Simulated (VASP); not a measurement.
Input of a VASP 6.6.1 run:

Contents of INCAR:

```
PREC = Accurate ; ENCUT = 500
EDIFF = 1E-6 ; ISMEAR = 0
SIGMA = 0.2 ; LREAL = F
LASPH = T ; NELM = 120
ALGO = Normal ; ISIF = 2
LWAVE = F ; LCHARG = F
GGA = PE ; NBANDS = 30
GGA_COMPAT = F
```

KPOINTS

```
regular mesh
0
Gamma
  3 3 3
```

File POSCAR:

```
ScAl3As4
1.0
    5.8440721578      0.0000000000      0.0000000000
    0.0000000000      5.8440721578      0.0000000000
    0.0000000000      0.0000000000      5.8440721578
Sc Al As
1 3 4
Direct
    0.5000000000      0.5000000000      0.5000000000
    0.0000000000      0.5000000000      0.5000000000
    0.5000000000      0.0000000000      0.5000000000
    0.5000000000      0.5000000000      0.0000000000
    0.2391593432      0.2391593432      0.2391593432
    0.2391593432      0.7608406568      0.7608406568
    0.7608406568      0.7608406568      0.2391593432
    0.7608406568      0.2391593432      0.7608406568
```

Potentials or basis: VASP PAW PBE potentials, release 64 (Sc_sv, Al, As).

Launch:

```sh
$ cat potpaw_PBE.64/Sc_sv/POTCAR potpaw_PBE.64/Al/POTCAR potpaw_PBE.64/As/POTCAR > POTCAR
$ mpirun -np 1 vasp_std > vasp.out
```

Question: Predict the pressure.

Answer: 0.3 GPa.

Question: Estimate the band gap on the k mesh.

Answer: 1.48 eV (least direct gap 1.59 eV).

Forces on the atoms (eV/Å):
```
Sc   0.000  0.000  0.000
Al   0.000  0.000  0.000
Al   0.000  0.000  0.000
Al   0.000  0.000  0.000
As  -0.004 -0.004 -0.004
As  -0.004  0.004  0.004
As   0.004  0.004 -0.004
As   0.004 -0.004  0.004
```

Caveat: an odd mesh through Γ misses points on the zone boundary, where band edges can lie.
